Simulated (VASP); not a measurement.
# Au in VASP: relaxation of the atoms with LDA

Aim: the relaxation of the atoms of Au with LDA.

Everything below comes from runs of VASP 6.6.1. Logs are shortened: lines on timing, memory, paths and dates and some standing lists are left out, and cuts for length are marked.

### 1 The cell of the first run

The cell holds a slab with vacuum, 5 atoms: a = 2.863 Å, b = 2.863 Å, c = 25.349 Å, α = 90.00°, β = 90.00°, γ = 120.00°.

### 2 Relaxation of the atoms, LDA

Input file INCAR:

```
PREC = Accurate ; ENCUT = 520
EDIFF = 1E-6 ; ISMEAR = -1
SIGMA = 0.05 ; LREAL = F
LASPH = T ; NELM = 80
ALGO = Normal ; ISIF = 2
LWAVE = F ; LCHARG = F
LDIPOL = T ; IDIPOL = 3
DIPOL = 0.5 0.5 0.500 ; GGA = CA
IBRION = 2 ; NSW = 60
EDIFFG = -0.01
```

Input file KPOINTS:

```
regular mesh
0
Gamma
  13 13 1
```

Input file POSCAR:

```
Au
1.0
    2.8626073071      0.0000000000      0.0000000000
   -1.4313036535      2.4790906490      0.0000000000
    0.0000000000      0.0000000000     25.3492000000
Au
5
Direct
    0.8333333330      0.1666666670      0.3155910974
    0.1666666670      0.8333333330      0.4077955484
    0.5000000000      0.5000000000      0.5000000000
    0.8333333330      0.1666666670      0.5922044516
    0.1666666670      0.8333333330      0.6844089026
```

Potentials or basis: VASP PAW LDA potentials, release 64 (Au).

Started as:

```
cat potpaw_LDA.64/Au/POTCAR > POTCAR
mpirun -np 1 vasp_std > vasp.out
```

OUTCAR:

```text
PREC = Accurate
   ENCUT = 520
   EDIFF = 1E-6
   ISMEAR = -1
   LREAL = F
   LASPH = T
   NELM = 80
   ISIF = 2
   GGA = CA
   IBRION = 2
   NSW = 60
   EDIFFG = -0.01

 ion  position               nearest neighbor table
   1  0.833  0.167  0.316-   2 2.86   2 2.86   2 2.86
   2  0.167  0.833  0.408-   1 2.86   1 2.86   1 2.86   3 2.86   3 2.86   3 2.86
   3  0.500  0.500  0.500-   2 2.86   4 2.86   4 2.86   2 2.86   2 2.86   4 2.86
   4  0.833  0.167  0.592-   5 2.86   5 2.86   5 2.86   3 2.86   3 2.86   3 2.86
   5  0.167  0.833  0.684-   4 2.86   4 2.86   4 2.86

  LATTYP: Found a hexagonal cell.
 ALAT       =     2.8626073071
 C/A-ratio  =     8.8552837608

  Lattice vectors:

 A1 = (   2.8626073071,   0.0000000000,   0.0000000000)
 A2 = (  -1.4313036535,   2.4790906490,   0.0000000000)
 A3 = (   0.0000000000,   0.0000000000,  25.3492000000)

Analysis of symmetry for initial positions (statically):
=====================================================================
 Subroutine PRICEL returns:
 Original cell was already a primitive cell.

 Routine SETGRP: Setting up the symmetry group for a
 hexagonal supercell.

 Subroutine GETGRP returns: Found 12 space group operations
 (whereof  4 operations were pure point group operations)
 out of a pool of 24 trial point group operations.

The static configuration has the point symmetry C_2h.
 The point group associated with its full space group is D_3d.

Analysis of symmetry for dynamics (positions and initial velocities):
=====================================================================
 Subroutine PRICEL returns:
 Original cell was already a primitive cell.

 Routine SETGRP: Setting up the symmetry group for a
 hexagonal supercell.

 Subroutine GETGRP returns: Found 12 space group operations
 (whereof  4 operations were pure point group operations)
 out of a pool of 24 trial point group operations.

The dynamic configuration has the point symmetry C_2h.
 The point group associated with its full space group is D_3d.

 Subroutine INISYM returns: Found 12 space group operations
 (whereof  4 operations are pure point group operations),
 and found     1 'primitive' translations

----------------------------------------------------------------------------------------

                                     Primitive cell

  volume of cell :     179.8947

  direct lattice vectors                    reciprocal lattice vectors
     2.862607307  0.000000000  0.000000000     0.349331883  0.201686857  0.000000000
    -1.431303654  2.479090649  0.000000000     0.000000000  0.403373713  0.000000000
     0.000000000  0.000000000 25.349200000     0.000000000  0.000000000  0.039448977

  length of vectors
     2.862607307  2.862607307 25.349200000     0.403373713  0.403373713  0.039448977

  position of ions in fractional coordinates (direct lattice)
     0.833333333  0.166666667  0.315591097
     0.166666667  0.833333333  0.407795548
     0.500000000  0.500000000  0.500000000
     0.833333333  0.166666667  0.592204452
     0.166666667  0.833333333  0.684408903

  ion indices of the primitive-cell ions
   primitive index   ion index
                 1           1
                 2           2
                 3           3
                 4           4
                 5           5

----------------------------------------------------------------------------------------

 KPOINTS: regular mesh

Automatic generation of k-mesh.
 Grid dimensions read from file:
 generate k-points for:   13   13    1

 Generating k-lattice:

  Cartesian coordinates                     Fractional coordinates (reciprocal lattice)
     0.026871683  0.015514374  0.000000000     0.076923077 -0.000000000  0.000000000
     0.000000000  0.031028747  0.000000000     0.000000000  0.076923077  0.000000000
     0.000000000  0.000000000  0.039448977     0.000000000  0.000000000  1.000000000

  Length of vectors
     0.031028747  0.031028747  0.039448977

  Shift w.r.t. Gamma in fractional coordinates (k-lattice)
     0.000000000  0.000000000  0.000000000

 Subroutine IBZKPT returns following result:
 ===========================================

 Found     21 irreducible k-points:

 Following reciprocal coordinates:
            Coordinates               Weight
  0.000000  0.000000  0.000000      1.000000
  0.076923  0.000000  0.000000      6.000000
  0.153846 -0.000000  0.000000      6.000000
  0.230769 -0.000000  0.000000      6.000000
  0.307692 -0.000000  0.000000      6.000000
  0.384615 -0.000000  0.000000      6.000000
[... 13 lines left out ...]
  0.384615  0.230769  0.000000      6.000000
  0.307692  0.307692  0.000000      6.000000
   k-points           NKPTS =     21   k-points in BZ     NKDIM =     21   number of bands    NBANDS=     33
   number of dos      NEDOS =    301   number of ions     NIONS =      5
   total plane-waves  NPLWV = 110592
   dimension x,y,z NGX =    24 NGY =   24 NGZ =  192
   dimension x,y,z NGXF=    48 NGYF=   48 NGZF=  384
   ions per type =               5
   NGX,Y,Z   is equivalent  to a cutoff of  13.94, 13.94, 12.59 a.u.
   NGXF,Y,Z  is equivalent  to a cutoff of  27.88, 27.88, 25.18 a.u.
 SYSTEM =  unknown system
   PREC   = accura    normal or accurate (medium, high low for compatibility)
   ISTART =      0    job   : 0-new  1-cont  2-samecut
   ICHARG =      2    charge: 1-file 2-atom 10-const
   ISPIN  =      1    spin polarized calculation?
   LNONCOLLINEAR =      F non collinear calculations
   LSORBIT =      F    spin-orbit coupling
   LASPH  =      T    aspherical Exc in radial PAW
   ENCUT  =  520.0 eV  38.22 Ry    6.18 a.u.   5.32  5.32 47.13*2*pi/ulx,y,z
   NELM   =     80;   NELMIN=  2; NELMDL= -5     # of ELM steps
   EDIFF  = 0.1E-05   stopping-criterion for ELM
   LREAL  =      F    real-space projection
   EDIFFG = -.1E-01   stopping-criterion for IOM
   NSW    =     60    number of steps for IOM
   IBRION =      2    ionic relax: 0-MD 1-quasi-New 2-CG
   NFREE  =      1    steps in history (QN), initial steepest desc. (CG)
   ISIF   =      2    stress and relaxation
   ISYM   =      2    0-nonsym 1-usesym 2-fastsym
   POTIM  = 0.5000    time-step for ionic-motion
   TEBEG  =    0.0;   TEEND  =   0.0 temperature during run
   PSTRESS=    0.0 pullay stress
   NELECT =      55.0000    total number of electrons
   NUPDOWN=      -1.0000    fix difference up-down
   EMIN   =  10.00;   EMAX   =-10.00  energy-range for DOS
   EFERMI =   0.00;   METHOD = LEGACY
   ISMEAR =    -1;   SIGMA  =   0.05  broadening in eV -4-tet -1-fermi 0-gaus
   EFERMI_NEDOS =   21; number of points for ismear=-14 and -15
   IALGO  =     38    algorithm
   IMIX   =      4    mixing-type and parameters
     AMIX     =   0.40;   BMIX     =  1.00
     AMIX_MAG =   1.60;   BMIX_MAG =  1.00
  volume/ion in A,a.u.               =      35.98       242.80
  Fermi-wavevector in a.u.,A,eV,Ry     =   1.102866  2.084115 16.548961  1.216314
  Thomas-Fermi vector in A             =   2.239316
   LORBIT       =      0    0 simple, 1 ext, 2 COOP (PROOUT), +10 PAW based schemes
   GGA     = CA    functional components
   LHFCALC =     F    Hartree Fock is set to
   AEXX    =    0.0000 exact exchange contribution
   IVDW    =     0    specifies the selected vdW correction
   LEPSILON=     F    determine dielectric tensor
   LRPA    =     F    only Hartree local field effects (RPA)
 conjugate gradient relaxation of ions
 non-spin polarized calculation
  energy-cutoff  :      520.00
  volume of cell :      179.89
 maximum number of plane-waves:      4907
 NGX is ok and might be reduce to    24
   NGX = 11   NGY = 11   NGZ = 95

--------------------------------------- Ionic step        1  -------------------------------------------

 number of electron      55.0000004 magnetization

 Free energy of the ion-electron system (eV)
  ---------------------------------------------------
  ext. energy  EPLUGINS =         0.00000000
  ---------------------------------------------------
  free energy    TOTEN  =       -21.24753112 eV

  energy without entropy =      -21.23749352  energy(sigma->0) =      -21.24251232

------------------------ aborting loop because EDIFF is reached ----------------------------------------

  FORCE on cell =-STRESS in cart. coord.  units (eV):
  Direction    XX          YY          ZZ          XY          YZ          ZX
  --------------------------------------------------------------------------------------
  -------------------------------------------------------------------------------------
  Total       -3.1268996     -3.1268996      0.2657052     -0.0000000     -0.0000000      0.0000000
  in kB      -27.8487739    -27.8487739      2.3664221     -0.0000000     -0.0000000      0.0000000
  external PRESSURE =     -17.7770419 kB  Pullay stress =       0.0000000 kB
[... 63 lines left out ...]
  energy  without entropy=      -21.2384706622  energy(sigma->0) =      -21.24348689

--------------------------------------- Ionic step        3  -------------------------------------------

 number of electron      55.0000005 magnetization

 dipolmoment           0.000000      0.000000      0.000000 electrons x Angstroem

------------------------ aborting loop because EDIFF is reached ----------------------------------------

  FORCE on cell =-STRESS in cart. coord.  units (eV):
  Direction    XX          YY          ZZ          XY          YZ          ZX
  --------------------------------------------------------------------------------------
  -------------------------------------------------------------------------------------
  Total       -3.2190974     -3.2190974      0.1327240     -0.0000000      0.0000000      0.0000000
  in kB      -28.6699051    -28.6699051      1.1820655     -0.0000000      0.0000000      0.0000000
  external PRESSURE =     -18.7192482 kB  Pullay stress =       0.0000000 kB
[... 102 lines left out ...]
  energy  without entropy=      -21.2387794734  energy(sigma->0) =      -21.24379186

--------------------------------------- Ionic step        6  -------------------------------------------

 number of electron      55.0000005 magnetization

 dipolmoment           0.000000      0.000000     -0.000000 electrons x Angstroem

 Free energy of the ion-electron system (eV)
  ---------------------------------------------------
  ext. energy  EPLUGINS =         0.00000000
  ---------------------------------------------------
  free energy    TOTEN  =       -21.24889478 eV

  energy without entropy =      -21.23887780  energy(sigma->0) =      -21.24388629

 E-fermi :   1.5455     XC(G=0):  -6.7562

 val. band max:        1.4790542745   @ k =   0.4615   0.0000   0.0000
 cond. band min:       1.6167238191   @ k =   0.3846   0.0769   0.0000
 fundamental gap:      0.1376695446
 Fermi energy:         1.5454929697

 k-point     1 :       0.0000    0.0000    0.0000
  band No.  band energies     occupation
      1      -8.4183      2.00000
      2      -7.4915      2.00000
      3      -6.5323      2.00000
      4      -5.9625      2.00000
      5      -5.9135      2.00000
      6      -3.4809      2.00000
[... 745 lines left out ...]
     32       6.2512      0.00000
     33       7.1613      0.00000

------------------------ aborting loop because EDIFF is reached ----------------------------------------

 vacuum level on the upper side and lower side of the slab       (xc-potential included)        -0.008        -0.008

  FORCE on cell =-STRESS in cart. coord.  units (eV):
  Direction    XX          YY          ZZ          XY          YZ          ZX
  --------------------------------------------------------------------------------------
  -------------------------------------------------------------------------------------
  Total       -3.2702136     -3.2702136      0.0435126     -0.0000000     -0.0000000      0.0000000
  in kB      -29.1251564    -29.1251564      0.3875316     -0.0000000     -0.0000000      0.0000000
  external PRESSURE =     -19.2875938 kB  Pullay stress =       0.0000000 kB

 VOLUME and BASIS-vectors are now :
 -----------------------------------------------------------------------------
  energy-cutoff  :      520.00
  volume of cell :      179.89
      direct lattice vectors                 reciprocal lattice vectors
     2.862607307  0.000000000  0.000000000     0.349331883  0.201686857  0.000000000
    -1.431303654  2.479090649  0.000000000     0.000000000  0.403373713  0.000000000
     0.000000000  0.000000000 25.349200000     0.000000000  0.000000000  0.039448977
[... 11 lines left out ...]
  FREE ENERGIE OF THE ION-ELECTRON SYSTEM (eV)
  ---------------------------------------------------
  free  energy   TOTEN  =       -21.2488947801 eV

  energy  without entropy=      -21.2388778050  energy(sigma->0) =      -21.24388629

 reached required accuracy - stopping structural energy minimisation

 vacuum level on the upper side and lower side of the slab         7.017         7.017
```

Run time: 9.9 min. Hardware: 1 thread of Oxide Virtual Turin-like, shared host; peak memory 0.26 GiB.

What came out:

```yaml
Free_energy: -21.2489 eV
Energy_gained_by_relaxing: 0.3 meV/atom
Ionic_steps: 6
Largest_force_after_relaxing: 0.008 eV/Å
Band_gap_on_the_k_mesh: zero (an odd number of electrons rules out a gap without spin polarisation)
```

Forces on the atoms (eV/Å):
```
Au   0.000  0.000 -0.008
Au   0.000  0.000 -0.007
Au   0.000  0.000  0.000
Au   0.000  0.000  0.007
Au   0.000  0.000  0.008
```

Step by step:
```tsv
step	energy change (eV)	largest force (eV/Å)	pressure (GPa)
1	0.0000	0.0870	-1.78
2	-0.0010	0.0436	-1.83
3	-0.0012	0.0153	-1.87
4	-0.0012	0.0148	-1.87
5	-0.0013	0.0128	-1.89
6	-0.0014	0.0080	-1.93
```

Final structure:
```xyz
5
Lattice="2.8626 0.0000 0.0000 -1.4313 2.4791 0.0000 0.0000 0.0000 25.3492" Properties=species:S:1:pos:R:3 pbc="T T T"
Au    2.1470    0.4132    7.9891
Au   -0.7157    2.0659   10.3427
Au    0.7157    1.2395   12.6746
Au    2.1470    0.4132   15.0065
Au   -0.7157    2.0659   17.3601
```

Caveat: spin-orbit coupling is left out, which moves the levels of the heavy elements.
